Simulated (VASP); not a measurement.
# AsSe3 (P-3m1) in VASP: single point with PBE

Aim: the single point of AsSe3 with PBE.

Everything below comes from runs of VASP 6.6.1. Logs are shortened: lines on timing, memory, paths and dates and some standing lists are left out, and cuts for length are marked.

## (1) The cell of the first run

The structure is trigonal, space group P-3m1 (No. 164). The conventional cell has a = 3.791 Å, b = 3.791 Å, c = 7.157 Å, α = 90.00°, β = 90.00°, γ = 120.00°. As (site symmetry -3m) has 8 Se at 2.76 to 3.58 Å within 3.6 Å. Se (site symmetry 3m) has 3 As at 2.76 Å and 3 Se at 2.89 Å within 3.6 Å. Se (site symmetry -3m) has 12 Se at 2.89 to 3.79 Å and 2 As at 3.58 Å within 3.8 Å.

The cell was built from a structure type or drawn by symmetry, and may not be a known phase.

## (2) Single point, PBE

File INCAR:

```
ALGO = Normal ; EDIFF = 1E-6
ENCUT = 500 ; GGA = PE
GGA_COMPAT = False ; ISIF = 2
ISMEAR = 0 ; LASPH = True
LCHARG = False ; LREAL = False
LWAVE = False ; NBANDS = 20
NELM = 120 ; PREC = Accurate
SIGMA = 0.2
```

File KPOINTS:

```
k-points
0
Gamma
  5 5 4
```

File POSCAR:

```
AsSe3
1.0
    3.7906727575      0.0000000000      0.0000000000
   -1.8953363787      3.2828189054      0.0000000000
    0.0000000000      0.0000000000      7.1568664445
As Se
1 3
Direct
    0.0000000000      0.0000000000      0.5000000000
    0.3333333333      0.6666666667      0.7359572263
    0.6666666667      0.3333333333      0.2640427737
    0.0000000000      0.0000000000      0.0000000000
```

Potentials or basis: VASP PAW PBE potentials, release 64 (As, Se).

Command:

```bash
cat potpaw_PBE.64/As/POTCAR potpaw_PBE.64/Se/POTCAR > POTCAR
mpirun -np 1 vasp_std > vasp.out
```

OUTCAR:

```text
EDIFF = 1E-6
   ENCUT = 500
   GGA = PE
   ISIF = 2
   ISMEAR = 0
   LASPH = True
   LREAL = False
   NELM = 120
   PREC = Accurate

 ion  position               nearest neighbor table
   1  0.000  0.000  0.500-   2 2.76   3 2.76   2 2.76   3 2.76   3 2.76   2 2.76
   2  0.333  0.667  0.736-   1 2.76   1 2.76   1 2.76
   3  0.667  0.333  0.264-   1 2.76   1 2.76   1 2.76
   4  0.000  0.000  0.000-

  LATTYP: Found a hexagonal cell.
 ALAT       =     3.7906727575
 C/A-ratio  =     1.8880201226

  Lattice vectors:

 A1 = (   3.7906727575,   0.0000000000,   0.0000000000)
 A2 = (  -1.8953363787,   3.2828189054,   0.0000000000)
 A3 = (   0.0000000000,   0.0000000000,   7.1568664445)

Analysis of symmetry for initial positions (statically):
=====================================================================
 Subroutine PRICEL returns:
 Original cell was already a primitive cell.

 Routine SETGRP: Setting up the symmetry group for a
 hexagonal supercell.

 Subroutine GETGRP returns: Found 12 space group operations
 (whereof 12 operations were pure point group operations)
 out of a pool of 24 trial point group operations.

The static configuration has the point symmetry D_3d.

Analysis of symmetry for dynamics (positions and initial velocities):
=====================================================================
 Subroutine PRICEL returns:
 Original cell was already a primitive cell.

 Routine SETGRP: Setting up the symmetry group for a
 hexagonal supercell.

 Subroutine GETGRP returns: Found 12 space group operations
 (whereof 12 operations were pure point group operations)
 out of a pool of 24 trial point group operations.

The dynamic configuration has the point symmetry D_3d.

 Subroutine INISYM returns: Found 12 space group operations
 (whereof 12 operations are pure point group operations),
 and found     1 'primitive' translations

----------------------------------------------------------------------------------------

                                     Primitive cell

  volume of cell :      89.0607

  direct lattice vectors                    reciprocal lattice vectors
[... 78 lines left out ...]
   LNONCOLLINEAR =      F non collinear calculations
   LSORBIT =      F    spin-orbit coupling
   LASPH  =      T    aspherical Exc in radial PAW
   ENCUT  =  500.0 eV  36.75 Ry    6.06 a.u.   6.91  6.91 13.05*2*pi/ulx,y,z
   NELM   =    120;   NELMIN=  2; NELMDL= -5     # of ELM steps
   EDIFF  = 0.1E-05   stopping-criterion for ELM
   LREAL  =      F    real-space projection
   EDIFFG = 0.1E-04   stopping-criterion for IOM
   NSW    =      0    number of steps for IOM
   IBRION =     -1    ionic relax: 0-MD 1-quasi-New 2-CG
   NFREE  =      0    steps in history (QN), initial steepest desc. (CG)
   ISIF   =      2    stress and relaxation
   ISYM   =      2    0-nonsym 1-usesym 2-fastsym
   POTIM  = 0.5000    time-step for ionic-motion
   TEBEG  =    0.0;   TEEND  =   0.0 temperature during run
   PSTRESS=    0.0 pullay stress
   NELECT =      23.0000    total number of electrons
   NUPDOWN=      -1.0000    fix difference up-down
   EMIN   =  10.00;   EMAX   =-10.00  energy-range for DOS
   EFERMI =   0.00;   METHOD = LEGACY
   ISMEAR =     0;   SIGMA  =   0.20  broadening in eV -4-tet -1-fermi 0-gaus
   EFERMI_NEDOS =   21; number of points for ismear=-14 and -15
   IALGO  =     38    algorithm
   IMIX   =      4    mixing-type and parameters
     AMIX     =   0.40;   BMIX     =  1.00
     AMIX_MAG =   1.60;   BMIX_MAG =  1.00
  volume/ion in A,a.u.               =      22.27       150.25
  Fermi-wavevector in a.u.,A,eV,Ry     =   1.042530  1.970097 14.787759  1.086870
  Thomas-Fermi vector in A             =   2.177200
   LORBIT       =      0    0 simple, 1 ext, 2 COOP (PROOUT), +10 PAW based schemes
   GGA     = PE    functional components
   LHFCALC =     F    Hartree Fock is set to
   AEXX    =    0.0000 exact exchange contribution
   IVDW    =     0    specifies the selected vdW correction
   LEPSILON=     F    determine dielectric tensor
   LRPA    =     F    only Hartree local field effects (RPA)
 non-spin polarized calculation
 Gauss-broadening in eV      SIGMA  =   0.20
  energy-cutoff  :      500.00
  volume of cell :       89.06
 maximum number of plane-waves:      2278
 NGX is ok and might be reduce to    28
   NGX = 13   NGY = 13   NGZ = 27

 number of electron      23.0000000 magnetization

 Free energy of the ion-electron system (eV)
  ---------------------------------------------------
  ext. energy  EPLUGINS =         0.00000000
  ---------------------------------------------------
  free energy    TOTEN  =       -14.25882363 eV

  energy without entropy =      -14.21285371  energy(sigma->0) =      -14.23583867

 E-fermi :   4.8063     XC(G=0):  -9.9671

 val. band max:        4.7459337033   @ k =   0.2000   0.0000   0.2500
 cond. band min:       4.8475520641   @ k =   0.0000   0.0000   0.5000
 fundamental gap:      0.1016183607
 Fermi energy:         4.8063060156

 k-point     1 :       0.0000    0.0000    0.0000
  band No.  band energies     occupation
      1     -10.9040      2.00000
      2      -9.0432      2.00000
      3      -8.1098      2.00000
      4      -3.8752      2.00000
      5       0.8585      2.00000
      6       2.2655      2.00000
[... 380 lines left out ...]
     19      14.1541      0.00000
     20      14.3368      0.00000

------------------------ aborting loop because EDIFF is reached ----------------------------------------

  FORCE on cell =-STRESS in cart. coord.  units (eV):
  Direction    XX          YY          ZZ          XY          YZ          ZX
  --------------------------------------------------------------------------------------
  -------------------------------------------------------------------------------------
  Total        0.4595358      0.4595358      0.2387254      0.0000000      0.0000000      0.0000000
  in kB        8.2669207      8.2669207      4.2946027      0.0000000      0.0000000      0.0000000
  external PRESSURE =       6.9428147 kB  Pullay stress =       0.0000000 kB

 VOLUME and BASIS-vectors are now :
 -----------------------------------------------------------------------------
  energy-cutoff  :      500.00
  volume of cell :       89.06
      direct lattice vectors                 reciprocal lattice vectors
     3.790672757  0.000000000  0.000000000     0.263805415  0.152308127  0.000000000
    -1.895336379  3.282818905  0.000000000     0.000000000  0.304616255  0.000000000
     0.000000000  0.000000000  7.156866445     0.000000000  0.000000000  0.139725955

 POSITION                                       TOTAL-FORCE (eV/Angst)
 -----------------------------------------------------------------------------------
      0.00000      0.00000      3.57843        -0.000000      0.000000      0.000000
     -0.00000      2.18855      5.26715         0.000000      0.000000     -0.025197
      1.89534      1.09427      1.88972        -0.000000     -0.000000      0.025197
      0.00000      0.00000      0.00000         0.000000      0.000000      0.000000
 -----------------------------------------------------------------------------------
    total drift:                               -0.000000      0.000000      0.000000

  FREE ENERGIE OF THE ION-ELECTRON SYSTEM (eV)
  ---------------------------------------------------
  free  energy   TOTEN  =       -14.2588236340 eV

  energy  without entropy=      -14.2128537114  energy(sigma->0) =      -14.23583867
```

Run time: 32 s. Hardware: 1 thread of Intel Xeon Platinum 8488C (Sapphire Rapids), shared host; peak memory 0.19 GiB.

What came out:

* Free energy: -14.2588 eV
* Pressure: 0.7 GPa
* Largest force: 0.025 eV/Å
* Band gap on the k mesh: zero (an odd number of electrons rules out a gap without spin polarisation)

Forces on the atoms (eV/Å):
```
As   0.000  0.000  0.000
Se   0.000  0.000 -0.025
Se   0.000  0.000  0.025
Se   0.000  0.000  0.000
```

Caveat: the k points lie up to 0.38 Å⁻¹ apart, too coarse for converged energies and pressures of a metal.
